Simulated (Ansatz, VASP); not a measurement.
**Si: VASP beside Ansatz**

Contents of INCAR:

```
SYSTEM = Si
  ALGO = Normal
  EDIFF = 1E-6
  ENCUT = 520
  ISIF = 2
  ISMEAR = 0
  LASPH = .True.
  LCHARG = .True.
  LELF = .True.
  LREAL = .False.
  LVHAR = .True.
  LWAVE = .False.
  NBANDS = 11
  NELM = 100
  PREC = Accurate
  SIGMA = 0.01
```

Contents of KPOINTS:

```
k-points
0
Gamma
  8 8 8
  0 0 0
```

Contents of POSCAR:

```
Si
1.0
    0.0000000000      2.7221188957      2.7221188957
    2.7221188957      0.0000000000      2.7221188957
    2.7221188957      2.7221188957      0.0000000000
Si
2
Direct
    0.0000000000      0.0000000000      0.0000000000
    0.2500000000      0.2500000000      0.2500000000
```

Input for Ansatz:

```yaml
crystal:
  lattice:
    - [0.0, 2.7221188957, 2.7221188957]
    - [2.7221188957, 0.0, 2.7221188957]
    - [2.7221188957, 2.7221188957, 0.0]
  atoms:
    - { symbol: Si, position: [0.0, 0.0, 0.0] }
    - { symbol: Si, position: [0.25, 0.25, 0.25] }
kpoints:
  mp_grid: { grid: [8, 8, 8] }
  band_path:
    path:
      - [0.0, 0.0, 0.0]
      - [0.5, 0.0, 0.5]
      - [0.625, 0.25, 0.625]
      - [0.375, 0.375, 0.75]
      - [0.5, 0.5, 0.5]
      - [0.5, 0.25, 0.75]
      - [0.0, 0.419271, 0.419271]
    npoints: 1
hamiltonian:
  xc: lda
scf:
  occupations: { method: fixed }
  n_extra_bands: 4
output:
  forces: true
  stress: true
  eigenvalues: true
```

Alike in both runs: task single point; functional LDA; k mesh 8 × 8 × 8; no spin polarisation.

|  | VASP | Ansatz |
| --- | --- | --- |
| version | VASP 6.6.1 | Ansatz 0.2.0 |
| potentials or method | VASP PAW LDA potentials, release 64 (Si) | plane waves, PAW |
| plane-wave cutoff (eV) | 520 | 420 |
| occupations | gaussian, width 0.01 eV | fixed |
| valence electrons in the cell | 8 | 8 |

|  | VASP | Ansatz | Ansatz less VASP |
| --- | --- | --- | --- |
| gap on the k mesh at the Fermi level (eV) | 0.53 | 0.53 | +0.001 |
| pressure (GPa) | -2.1 | -2.1 | -0.04 |

LDA's correlation is that of Perdew and Zunger in VASP and of Perdew and Wang (1992) in Ansatz.
